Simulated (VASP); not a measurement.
Set up this calculation in VASP 6.6.1, as the native input.

```yaml
Task: single point
Functional: PBE
Potentials_or_basis: VASP PAW PBE potentials, release 64 (Hf_pv, S)
Cutoff: 520 eV
k_mesh: 3 × 3 × 3
Occupations: gaussian, width 0.2 eV
Spin: no spin polarisation
Dipole_correction: no
Further_INCAR_settings: ALGO = Normal; EDIFF = 1e-07; NBANDS = 40
```

The structure of Hf3S5 lies in POSCAR:

```
Hf3S5
1.0
    5.2194990372     -0.0000000026      0.0000000000
   -2.6097495164      4.5202187626      0.0000000000
    0.0000000000      0.0000000000      8.5873874224
Hf S
3 5
Direct
    0.3333333333      0.6666666667      0.2285927258
    0.6666666667      0.3333333333      0.7714072742
    0.0000000000      0.0000000000      0.0000000000
    0.0000000000      0.0000000000      0.7020770382
    0.0000000000      0.0000000000      0.2979229618
    0.5000000000      0.0000000000      0.0000000000
    0.0000000000      0.5000000000      0.0000000000
    0.5000000000      0.5000000000      0.0000000000
```

The cell was generated, and may not be a known phase.

The input as run:

INCAR

```
ALGO = Normal
EDIFF = 1E-7
ENCUT = 520
GGA = PE
ISIF = 2
ISMEAR = 0
LASPH = T
LCHARG = F
LREAL = F
LWAVE = F
NBANDS = 40
NELM = 80
PREC = Accurate
SIGMA = 0.2
```

KPOINTS

```
k-points
0
Gamma
  3 3 3
```

Potentials or basis: VASP PAW PBE potentials, release 64 (Hf_pv, S).

Run with:

```console
$ cat potpaw_PBE.64/Hf_pv/POTCAR potpaw_PBE.64/S/POTCAR > POTCAR
$ mpirun -np 1 vasp_std > vasp.out
```

It gave:

```json
{
 "Pressure": "-0.4 GPa",
 "Largest force": "0.150 eV/Å",
 "Band gap on the k mesh": "zero (bands 30 and 31 overlap by 0.43 eV)"
}
```

Caveat: the k points lie up to 0.46 Å⁻¹ apart; spin-orbit coupling is left out, which moves the levels of the heavy elements; this functional lacks dispersion, which binds layers or chains, so the pressure and a relaxed spacing across them are unreliable.

Wall time 2.8 min on 1 thread of Intel Xeon 8259CL, on a shared host, peak memory 0.33 GiB.
